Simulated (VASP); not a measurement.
Write the native input for VASP 6.6.1 that does the following.

```yaml
Task: single point
Functional: PBE
Potentials_or_basis: VASP PAW PBE potentials, release 64 (P, C)
Cutoff: 600 eV
k_mesh: 6 × 6 × 2
Occupations: gaussian, width 0.1 eV
Spin: no spin polarisation
Dipole_correction: no
Further_INCAR_settings: ALGO = Normal; EDIFF = 1e-06; NBANDS = 18
```

The structure of P3C lies in POSCAR:

```
P3C
1.0
    1.6732344900     -2.3241164700      0.0000000000
    1.6732344900      2.3241164700      0.0000000000
    0.0000000000      0.0000000000      9.1840378700
P C
3 1
Direct
    0.5000000000      0.5000000000      0.7422130100
    0.0000000000      0.0000000000      0.5000000000
    0.5000000000      0.5000000000      0.2577869900
    0.0000000000      0.0000000000      0.0000000000
```

The cell was built from a structure type or drawn by symmetry, and may not be a known phase.

The input as run:

INCAR

```
PREC = Accurate ; ENCUT = 600
EDIFF = 1E-6 ; ISMEAR = 0
SIGMA = 0.1 ; LREAL = False
LASPH = True ; NELM = 120
ALGO = Normal ; ISIF = 2
LWAVE = False ; LCHARG = True
GGA = PE ; LELF = True
LVHAR = True ; NBANDS = 18
GGA_COMPAT = False
```

KPOINTS

```
regular mesh
0
Gamma
  6 6 2
```

Potentials or basis: VASP PAW PBE potentials, release 64 (P, C).

Command:

```bash
$ cat potpaw_PBE.64/P/POTCAR potpaw_PBE.64/C/POTCAR > POTCAR
$ mpirun -np 1 vasp_std > vasp.out
```

It gave:

- Pressure: -17.1 GPa
- Largest force: 0.212 eV/Å
- Band gap on the k mesh: zero (an odd number of electrons rules out a gap without spin polarisation)

Caveat: the k points lie up to 0.39 Å⁻¹ apart, too coarse for converged energies and pressures of a metal.

Run time: 16 s on 1 thread of Intel(R) Xeon(R) 6975P-C (Granite Rapids), with other jobs on the host, peak memory 0.2 GiB.
